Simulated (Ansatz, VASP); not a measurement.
SiC in VASP and in Ansatz

```
Si C
1.0
     3.07600    0.00000    0.00000
    -1.53800    2.66389    0.00000
     0.00000    0.00000    5.04800
Si C
2 2
Direct
  0.66667 0.33333 0.50000
  0.33333 0.66667 0.00000
  0.66667 0.33333 0.88500
  0.33333 0.66667 0.38500
```

Alike in both runs: task relaxation of cell and atoms; functional BLYP; k mesh 10 × 10 × 5; occupations fermi-dirac, width 0.05 eV; no spin polarisation.

```csv
,VASP,Ansatz
version,VASP 6.6.1,Ansatz 0.2.0
potentials or method,"VASP PAW PBE potentials, release 64 (Si, C)",Ansatz PAW
plane-wave cutoff (eV),600,420
valence electrons in the cell,16,16
```

|  | VASP | Ansatz | Ansatz less VASP |
| --- | --- | --- | --- |
| gap on the k mesh at the Fermi level, each at its own relaxed structure (eV) | 2.83 | 2.82 | -0.006 |
| relaxed volume (Å³/atom) | 10.76 | 10.73 | -0.027 |
| relaxed cell length with the largest relative difference (Å) | 5.119 | 5.114 | -0.0052 |

VASP's potentials were made for PBE, not for BLYP.

Noted on Ansatz's run: odd divisions of the mesh miss points on the zone boundary, where band edges often lie, so the gap on the mesh can be too wide; the plane-wave basis is chosen anew once the cell has moved, so the energies of steps on either side of that aren't comparable.
